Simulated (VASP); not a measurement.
# Ni (Fm-3m) in VASP: further runs

The runs below take Ni through single point, with r2SCAN.

Program: VASP 6.6.1. These are calculated values, not measurements. Logs are shortened: lines on timing, memory, paths and dates and some standing lists are left out, and cuts for length are marked.

## 1. The cell of the first run

The structure is cubic, space group Fm-3m (No. 225). Conventional cell: a = 3.476 Å, b = 3.476 Å, c = 3.476 Å, α = 90.00°, β = 90.00°, γ = 90.00°. Ni (site symmetry m-3m) has 12 Ni at 2.46 Å within 3.2 Å.

## 2. Single point, r2SCAN, collinear spin, ferromagnetic start

The input, POSCAR:

```
Ni
1.0
    0.0000000000      1.7380692641      1.7380692641
    1.7380692641      0.0000000000      1.7380692641
    1.7380692641      1.7380692641      0.0000000000
Ni
1
Direct
    0.0000000000      0.0000000000      0.0000000000
```

The input, INCAR.step1:

```
SYSTEM = Ni
PREC = Accurate ; ENCUT = 520
ISMEAR = 1 ; SIGMA = 0.6
LREAL = .FALSE. ; LASPH = .TRUE.
NELM = 150 ; ISPIN = 2
MAGMOM = 0.807 ; LMAXMIX = 4
NBANDS = 15 ; GGA = PE
ALGO = Normal ; EDIFF = 1E-4
LWAVE = .TRUE. ; LCHARG = .FALSE.
```

The input, INCAR.step2:

```
SYSTEM = Ni
PREC = Accurate ; ENCUT = 520
EDIFF = 1E-6 ; ISMEAR = 1
SIGMA = 0.6 ; LREAL = .FALSE.
LASPH = .TRUE. ; NELM = 150
ALGO = Normal ; ISIF = 2
LWAVE = .FALSE. ; LCHARG = .FALSE.
ISPIN = 2 ; MAGMOM = 0.807
LORBIT = 11 ; LMAXMIX = 4
METAGGA = R2SCAN ; LMIXTAU = .TRUE.
NBANDS = 15 ; ISTART = 1
```

The input, KPOINTS:

```
regular mesh
0
G
  15 15 15
  0 0 0
```

Potentials or basis: VASP PAW PBE potentials, release 64 (Ni).

Started as:

```bash
> cat potpaw_PBE.64/Ni/POTCAR > POTCAR
> cp INCAR.step1 INCAR
> mpirun -np 1 vasp_std > vasp.out
> cp INCAR.step2 INCAR
> mpirun -np 1 vasp_std > vasp.out
```

OUTCAR:

```text
SYSTEM = Ni
   PREC = Accurate
   ENCUT = 520
   EDIFF = 1E-6
   ISMEAR = 1
   LREAL = .FALSE.
   LASPH = .TRUE.
   NELM = 150
   ISIF = 2
   ISPIN = 2
   LORBIT = 11
   METAGGA = R2SCAN
   ISTART = 1

 ion  position               nearest neighbor table
   1  0.000  0.000  0.000-

  LATTYP: Found a face centered cubic cell.
 ALAT       =     3.4761385282

  Lattice vectors:

 A1 = (   0.0000000000,   1.7380692641,   1.7380692641)
 A2 = (   1.7380692641,   0.0000000000,   1.7380692641)
 A3 = (   1.7380692641,   1.7380692641,   0.0000000000)

Analysis of symmetry for initial positions (statically):
=====================================================================
 Subroutine PRICEL returns:
 Original cell was already a primitive cell.

 Routine SETGRP: Setting up the symmetry group for a
 face centered cubic supercell.

 Subroutine GETGRP returns: Found 48 space group operations
 (whereof 48 operations were pure point group operations)
 out of a pool of 48 trial point group operations.

The static configuration has the point symmetry O_h .

Analysis of symmetry for dynamics (positions and initial velocities):
=====================================================================
 Subroutine PRICEL returns:
 Original cell was already a primitive cell.

 Routine SETGRP: Setting up the symmetry group for a
 face centered cubic supercell.

 Subroutine GETGRP returns: Found 48 space group operations
 (whereof 48 operations were pure point group operations)
 out of a pool of 48 trial point group operations.

The dynamic configuration has the point symmetry O_h .

Analysis of structural, dynamic, and magnetic symmetry:
=====================================================================
 Subroutine PRICEL returns:
 Original cell was already a primitive cell.

 Routine SETGRP: Setting up the symmetry group for a
 face centered cubic supercell.

 Subroutine GETGRP returns: Found 48 space group operations
 (whereof 48 operations were pure point group operations)
 out of a pool of 48 trial point group operations.

The overall configuration has the point symmetry O_h .

 Subroutine INISYM returns: Found 48 space group operations
 (whereof 48 operations are pure point group operations),
 and found     1 'primitive' translations

----------------------------------------------------------------------------------------

                                     Primitive cell

  volume of cell :      10.5010

  direct lattice vectors                    reciprocal lattice vectors
     0.000000000  1.738069264  1.738069264    -0.287675532  0.287675532  0.287675532
     1.738069264  0.000000000  1.738069264     0.287675532 -0.287675532  0.287675532
     1.738069264  1.738069264  0.000000000     0.287675532  0.287675532 -0.287675532

  length of vectors
     2.458001126  2.458001126  2.458001126     0.498268637  0.498268637  0.498268637

  position of ions in fractional coordinates (direct lattice)
     0.000000000  0.000000000  0.000000000

  ion indices of the primitive-cell ions
   primitive index   ion index
                 1           1

----------------------------------------------------------------------------------------

 KPOINTS: regular mesh

Automatic generation of k-mesh.
 Grid dimensions read from file:
 generate k-points for:   15   15   15

 Generating k-lattice:

  Cartesian coordinates                     Fractional coordinates (reciprocal lattice)
    -0.019178369  0.019178369  0.019178369     0.066666667  0.000000000  0.000000000
     0.019178369 -0.019178369  0.019178369     0.000000000  0.066666667  0.000000000
     0.019178369  0.019178369 -0.019178369     0.000000000  0.000000000  0.066666667

  Length of vectors
     0.033217909  0.033217909  0.033217909

  Shift w.r.t. Gamma in fractional coordinates (k-lattice)
     0.000000000  0.000000000  0.000000000

 Subroutine IBZKPT returns following result:
 ===========================================

 Found    120 irreducible k-points:

 Following reciprocal coordinates:
            Coordinates               Weight
  0.000000  0.000000  0.000000      1.000000
  0.066667  0.000000  0.000000      8.000000
  0.133333  0.000000  0.000000      8.000000
  0.200000  0.000000  0.000000      8.000000
  0.266667  0.000000  0.000000      8.000000
  0.333333  0.000000  0.000000      8.000000
[... 16 lines left out ...]
  0.133333  0.133333  0.000000      6.000000
  0.200000  0.133333  0.000000     24.000000
 [... further k-points ...]
   k-points           NKPTS =    120   k-points in BZ     NKDIM =    120   number of bands    NBANDS=     15
   number of dos      NEDOS =    301   number of ions     NIONS =      1
   total plane-waves  NPLWV =   5832
   dimension x,y,z NGX =    18 NGY =   18 NGZ =   18
   dimension x,y,z NGXF=    36 NGYF=   36 NGZF=   36
   ions per type =               1
   NGX,Y,Z   is equivalent  to a cutoff of  12.17, 12.17, 12.17 a.u.
   NGXF,Y,Z  is equivalent  to a cutoff of  24.35, 24.35, 24.35 a.u.
 SYSTEM =  Ni
   PREC   = accura    normal or accurate (medium, high low for compatibility)
   ISTART =      1    job   : 0-new  1-cont  2-samecut
   ICHARG =      0    charge: 1-file 2-atom 10-const
   ISPIN  =      2    spin polarized calculation?
   LNONCOLLINEAR =      F non collinear calculations
   LSORBIT =      F    spin-orbit coupling
   LASPH  =      T    aspherical Exc in radial PAW
   ENCUT  =  520.0 eV  38.22 Ry    6.18 a.u.   4.57  4.57  4.57*2*pi/ulx,y,z
   NELM   =    150;   NELMIN=  2; NELMDL=  0     # of ELM steps
   EDIFF  = 0.1E-05   stopping-criterion for ELM
   LREAL  =      F    real-space projection
   EDIFFG = 0.1E-04   stopping-criterion for IOM
   NSW    =      0    number of steps for IOM
   IBRION =     -1    ionic relax: 0-MD 1-quasi-New 2-CG
   NFREE  =      0    steps in history (QN), initial steepest desc. (CG)
   ISIF   =      2    stress and relaxation
   ISYM   =      2    0-nonsym 1-usesym 2-fastsym
   POTIM  = 0.5000    time-step for ionic-motion
   TEBEG  =    0.0;   TEEND  =   0.0 temperature during run
   PSTRESS=    0.0 pullay stress
   NELECT =      10.0000    total number of electrons
   NUPDOWN=      -1.0000    fix difference up-down
   EMIN   =  10.00;   EMAX   =-10.00  energy-range for DOS
   EFERMI =   0.00;   METHOD = LEGACY
   ISMEAR =     1;   SIGMA  =   0.60  broadening in eV -4-tet -1-fermi 0-gaus
   EFERMI_NEDOS =   21; number of points for ismear=-14 and -15
   IALGO  =     38    algorithm
   IMIX   =      4    mixing-type and parameters
     AMIX     =   0.40;   BMIX     =  1.00
     AMIX_MAG =   1.60;   BMIX_MAG =  1.00
  volume/ion in A,a.u.               =      10.50        70.86
  Fermi-wavevector in a.u.,A,eV,Ry     =   1.610637  3.043663 35.295588  2.594153
  Thomas-Fermi vector in A             =   2.706156
   LORBIT       =     11    0 simple, 1 ext, 2 COOP (PROOUT), +10 PAW based schemes
   METAGGA = R2SCAN    functional components
   LHFCALC =     F    Hartree Fock is set to
   AEXX    =    0.0000 exact exchange contribution
   IVDW    =     0    specifies the selected vdW correction
   LEPSILON=     F    determine dielectric tensor
   LRPA    =     F    only Hartree local field effects (RPA)
 spin polarized calculation
 Methfessel and Paxton  Order N= 1 SIGMA  =   0.60
  energy-cutoff  :      520.00
  volume of cell :       10.50
 maximum number of plane-waves:       295
   NGX =  9   NGY =  9   NGZ =  9

 number of electron       9.9999999 magnetization       0.7263323

 Free energy of the ion-electron system (eV)
  ---------------------------------------------------
  ext. energy  EPLUGINS =         0.00000000
  ---------------------------------------------------
  free energy    TOTEN  =       -11.94789889 eV

  energy without entropy =      -11.94360562  energy(sigma->0) =      -11.94646780

 E-fermi :   9.7909     XC(G=0): -14.6275

 val. band max:        9.7584190667   @ k =  -0.1333   0.2000   0.0667
 cond. band min:       9.7964576896   @ k =  -0.3333   0.2000   0.0667
 fundamental gap:      0.0380386228
 Fermi energy:         9.7909244794

 spin component 1

 k-point     1 :       0.0000    0.0000    0.0000
  band No.  band energies     occupation
      1       0.1683      1.00000
      2       6.8047      1.00000
      3       6.8048      1.00000
      4       6.8048      1.00000
      5       8.1448      1.00036
      6       8.1448      1.00036
      7      34.6812      0.00000
      8      39.1153      0.00000
      9      39.1153      0.00000
     10      39.1157      0.00000
     11      41.8627      0.00000
     12      41.8627      0.00000
     13      41.8628      0.00000
     14      45.2193      0.00000
     15      51.8643      0.00000
[... 397 lines left out ...]
 k-point    24 :       0.2000    0.1333    0.0000
  band No.  band energies     occupation
      1       1.7588      1.00000
      2       6.3131      1.00000
      3       7.1913      1.00000
      4       7.2121      1.00000
      5       7.7755      1.00001
      6       8.3260      1.00150
      7      30.5552      0.00000
      8      33.4150      0.00000
      9      33.6651      0.00000
     10      36.1512      0.00000
     11      41.2665      0.00000
     12      45.5072      0.00000
     13      47.3604      0.00000
     14      48.0224      0.00000
     15      51.7675      0.00000

 [... further k-points ...]

 spin component 2

 k-point     1 :       0.0000    0.0000    0.0000
  band No.  band energies     occupation
      1      -0.0891      1.00000
      2       8.1279      1.00032
      3       8.1279      1.00032
      4       8.1279      1.00032
      5       8.9183      1.02963
      6       8.9183      1.02963
      7      34.4203      0.00000
      8      39.2235      0.00000
      9      39.2236      0.00000
     10      39.2236      0.00000
     11      42.1627      0.00000
     12      42.1628      0.00000
     13      42.1628      0.00000
     14      45.2898      0.00000
     15      52.7309      0.00000
[... 397 lines left out ...]
 k-point    24 :       0.2000    0.1333    0.0000
  band No.  band energies     occupation
      1       1.5234      1.00000
      2       7.5428      1.00000
      3       8.3448      1.00171
      4       8.5286      1.00563
      5       8.6964      1.01352
      6       9.1428      1.03157
      7      30.6747      0.00000
      8      33.6293      0.00000
      9      33.6690      0.00000
     10      36.2235      0.00000
     11      41.7392      0.00000
     12      45.7026      0.00000
     13      47.5380      0.00000
     14      48.2123      0.00000
     15      53.5179      0.00000

 [... further k-points ...]
[... 5 lines left out ...]
  --------------------------------------------------------------------------------------
  -------------------------------------------------------------------------------------
  Total        0.0440564      0.0440564      0.0440564      0.0000000     -0.0000000      0.0000000
  in kB        6.7218364      6.7218364      6.7218364      0.0000000     -0.0000000      0.0000000
  external PRESSURE =       6.7218364 kB  Pullay stress =       0.0000000 kB

 VOLUME and BASIS-vectors are now :
 -----------------------------------------------------------------------------
  energy-cutoff  :      520.00
  volume of cell :       10.50
      direct lattice vectors                 reciprocal lattice vectors
     0.000000000  1.738069264  1.738069264    -0.287675532  0.287675532  0.287675532
     1.738069264  0.000000000  1.738069264     0.287675532 -0.287675532  0.287675532
     1.738069264  1.738069264  0.000000000     0.287675532  0.287675532 -0.287675532

 POSITION                                       TOTAL-FORCE (eV/Angst)
 -----------------------------------------------------------------------------------
      0.00000      0.00000      0.00000         0.000000      0.000000     -0.000000
 -----------------------------------------------------------------------------------
    total drift:                                0.000000     -0.000000      0.000000

  FREE ENERGIE OF THE ION-ELECTRON SYSTEM (eV)
  ---------------------------------------------------
  free  energy   TOTEN  =       -11.9478988940 eV

  energy  without entropy=      -11.9436056234  energy(sigma->0) =      -11.94646780

 total charge

# of ion       s       p       d       tot
------------------------------------------
    1        0.529   0.550   8.332   9.411

 magnetization (x)

# of ion       s       p       d       tot
------------------------------------------
    1       -0.011  -0.044   0.800   0.745
```

It took 2.1 min on 1 thread of Intel Xeon Platinum 8259CL at 2.50GHz (Skylake/Cascade Lake), shared host; peak memory 0.15 GiB.

What came out:

```
Free energy                                           : -11.9479 eV
Pressure                                              : 0.7 GPa
Net moment                                            : 0.73 μB per cell
Site moments                                          : Ni +0.74 μB
Valence electrons inside the program's atomic spheres : Ni 9.41
```

Levels at points of the mesh, in eV from the Fermi level:
Spin up:
| k point | band 2 | band 3 | band 4 | band 5 | band 6 | band 7 | band 8 | band 9 |
| --- | --- | --- | --- | --- | --- | --- | --- | --- |
| (0.00, 0.00, 0.00) | -2.99 | -2.99 | -2.99 | -1.65 | -1.65 | 24.89 | 29.32 | 29.32 |
Spin down:
| k point | band 2 | band 3 | band 4 | band 5 | band 6 | band 7 |
| --- | --- | --- | --- | --- | --- | --- |
| (0.00, 0.00, 0.00) | -1.66 | -1.66 | -1.66 | -0.87 | -0.87 | 24.63 |

Caveat: the PAW data sets were made with another functional, which shifts forces and pressure a little.

## 3. Single point, r2SCAN, collinear spin, ferromagnetic start

POSCAR is that of step 2.

The input, INCAR.step1:

```
SYSTEM = Ni
ALGO = Normal ; EDIFF = 1E-4
ENCUT = 520 ; GGA = PE
ISMEAR = 1 ; ISPIN = 2
LASPH = .True. ; LCHARG = .False.
LMAXMIX = 4 ; LREAL = .False.
LWAVE = .True. ; MAGMOM = 0.807
NBANDS = 15 ; NELM = 150
PREC = Accurate ; SIGMA = 1.0
```

The input, INCAR.step2:

```
SYSTEM = Ni
ALGO = Normal ; EDIFF = 1E-6
ENCUT = 520 ; ISIF = 2
ISMEAR = 1 ; ISPIN = 2
ISTART = 1 ; LASPH = .True.
LCHARG = .False. ; LMAXMIX = 4
LMIXTAU = .True. ; LORBIT = 11
LREAL = .False. ; LWAVE = .False.
MAGMOM = 0.807 ; METAGGA = R2SCAN
NBANDS = 15 ; NELM = 150
PREC = Accurate ; SIGMA = 1.0
```

The input, KPOINTS:

```
k-points
0
Gamma
  15 15 15
  0 0 0
```

Potentials or basis: VASP PAW PBE potentials, release 64 (Ni).

Started as:

```bash
> cat potpaw_PBE.64/Ni/POTCAR > POTCAR
> cp INCAR.step1 INCAR
> mpirun -np 1 vasp_std > vasp.out
> cp INCAR.step2 INCAR
> mpirun -np 1 vasp_std > vasp.out
```

Wall time 2.3 min (1 thread of Intel Xeon Platinum 8259CL at 2.50GHz (Skylake/Cascade Lake), shared host); peak memory 0.14 GiB.

Results (log left out):

| Quantity | Value |
| --- | --- |
| Free energy | -11.9427 eV |
| Pressure | 0.5 GPa |
| Net moment | 0.79 μB per cell |
| Site moments | Ni +0.81 μB |
| Valence electrons inside the program's atomic spheres | Ni 9.41 |

Levels at points of the mesh, in eV from the Fermi level:
Spin up:
```
           k point  band 3  band 4  band 5  band 6  band 7  band 8
(0.00, 0.00, 0.00)   -2.98   -2.98   -1.71   -1.71   24.92   29.33
```
Spin down:
```csv
k point,band 1,band 2,band 3,band 4,band 5,band 6,band 7,band 8
"(0.00, 0.00, 0.00)",-9.87,-1.63,-1.63,-1.63,-0.75,-0.75,24.66,29.48
```

Caveat: the PAW data sets were made with another functional, which shifts forces and pressure a little.
